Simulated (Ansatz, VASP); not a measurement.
# Y in VASP and in Ansatz

```xyz
1
Lattice="0.0000 2.5461 2.5461 2.5461 0.0000 2.5461 2.5461 2.5461 0.0000" Properties=species:S:1:pos:R:3 pbc="T T T"
Y     0.0000    0.0000    0.0000
```

Alike in both runs: task relaxation of cell and atoms; functional r2SCAN; k mesh 11 × 11 × 11; occupations fermi-dirac, width 0.1 eV; no spin polarisation.

|  | VASP | Ansatz |
| --- | --- | --- |
| version | VASP 6.6.1 | Ansatz 0.2.0 |
| potentials or method | VASP PAW PBE potentials, release 64 (Y_sv), cutoff 600 eV | plane waves (500 eV) with PAW, scalar-relativistic |
| valence electrons in the cell | 11 | 11 |

|  | VASP | Ansatz | Ansatz less VASP |
| --- | --- | --- | --- |
| relaxed volume (Å³/atom) | 33.43 | 33.31 | -0.115 |
| relaxed cell length with the largest relative difference (Å) | 3.616 | 3.612 | -0.0042 |

VASP's potentials were made for PBE, not for r2SCAN.
